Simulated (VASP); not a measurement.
Here is a VASP 6.6.1 calculation.

Contents of INCAR:

```
PREC     = Accurate       # precision mode
ENCUT    = 520            # plane-wave cutoff, eV
EDIFF    = 1E-7           # SCF threshold, eV
ISMEAR   = 0              # smearing method
SIGMA    = 0.05           # smearing width, eV
LREAL    = F              # projectors in reciprocal space
LASPH    = T              # aspherical terms in the spheres
NELM     = 100            # most SCF steps
ALGO     = Normal         # electronic algorithm
ISIF     = 2              # what is computed and relaxed
LWAVE    = F              # write WAVECAR
LCHARG   = F              # write CHGCAR
GGA      = CA             # functional
NBANDS   = 18             # bands
```

KPOINTS

```
regular mesh
0
Gamma
  12 12 6
```

POSCAR

```
NiO2
1.0
    2.8940625823      0.0000000000      0.0000000000
   -1.4470312911      2.5063317164      0.0000000000
    0.0000000000      0.0000000000      3.8331858902
Ni O
1 2
Direct
    0.0000000000      0.0000000000      0.5000000000
    0.6666666667      0.3333333333      0.7542852723
    0.3333333333      0.6666666667      0.2457147277
```

Potentials or basis: VASP PAW LDA potentials, release 64 (Ni, O).

The run is started by

```sh
$ cat potpaw_LDA.64/Ni/POTCAR potpaw_LDA.64/O/POTCAR > POTCAR
$ mpirun -np 1 vasp_std > vasp.out
```

Question: Predict the largest force.

Answer: 1.863 eV/Å.

Question: Estimate the pressure.

Answer: -24.3 GPa.

Stress tensor (GPa, compression positive):
```
-28.23   0.00   0.00
  0.00 -28.23   0.00
  0.00   0.00 -16.40
```

Caveat: forces of over 1 eV/Å act on the atoms, so gaps and moduli don't describe the material at rest. Spin polarisation is off, so any magnetic state and its effect on volume and gap are missing.
